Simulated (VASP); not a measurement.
The system is AlAs.

```
CELL_PARAMETERS angstrom
0.00000 2.83040 2.83040
2.83040 0.00000 2.83040
2.83040 2.83040 0.00000
ATOMIC_POSITIONS crystal
Al 0.00000 0.00000 0.00000
As 0.25000 0.25000 0.25000
```

| Quantity | Value |
| --- | --- |
| Program | VASP 6.6.1 |
| Task | relaxation of cell and atoms |
| Functional | PBE |
| Potentials or basis | VASP PAW PBE potentials, release 64 (Al, As) |
| Cutoff | 500 eV |
| k mesh | 8 × 8 × 8 |
| Occupations | gaussian, width 0.02 eV |
| Spin | no spin polarisation |

At the start: pressure 2.8 GPa; volume 22.67 Å³/atom.

Question: How do energy, volume and symmetry change on relaxing?

Answer: Over 3 steps the energy falls by 7.3 meV/atom and the volume is 23.55 Å³/atom (+3.9 %); space group F-43m (No. 216, to 0.1 Å) before and after.

Step by step:
```
step  energy change (eV)  largest force (eV/Å)  pressure (GPa)  volume (Å³)
   1              0.0000                0.0000            2.77        45.35
   2             -0.0113                0.0000           -1.18        47.97
   3             -0.0146                0.0000            0.01        47.10
```

Final structure:
```xyz
2
Lattice="0.0000 2.8663 2.8663 2.8663 0.0000 2.8663 2.8663 2.8663 0.0000" Properties=species:S:1:pos:R:3 pbc="T T T"
Al    0.0000    0.0000    0.0000
As    1.4331    1.4331    1.4331
```
